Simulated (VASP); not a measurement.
Runs of VASP 6.6.1 on Au. The structure is that of space group Fm-3m (No. 225), or close to it. The cells are those of the table. 

```csv
task,cell,k mesh,cutoff (eV),gap on the mesh (eV),pressure (GPa),relaxed volume (Å³/atom)
relaxation of cell and atoms,"relaxed from a = 2.745 Å, angles 60.0°, 1 atom",8 × 8 × 8,500,none,0.0,(a)
single point,"a = 2.892 Å, angles 60.0°, 1 atom",8 × 8 × 8,500,none,-0.3,-
single point,"a = 2.888 Å, angles 60.0°, 1 atom",18 × 18 × 18,520,none,-0.3,-
relaxation of cell and atoms,"relaxed from a = 2.892 Å, angles 60.0°, 1 atom",18 × 18 × 18,600,none,0.0,17.01
single point,"a = 2.745 Å, angles 60.0°, 1 atom",8 × 8 × 8,520,none,42.1,-
```

Alike in all rows: level PBEsol; potentials or basis VASP PAW PBE potentials, release 64 (Au); no spin polarisation; smearing gaussian 0.1 eV.

Problem. Estimate the missing entries.

Solution. (a) 17.09.

Caveats: the PAW data sets were made with another functional, which shifts forces and pressure a little; spin-orbit coupling is left out, which moves the levels of the heavy elements; the volume moved by over 15 % at a fixed basis, so the end points are rough (some runs).

A k mesh can miss the band edges, and the runs leave out spin-orbit coupling on Au.

A gap of «none» marks levels without a gap at the run's occupations.
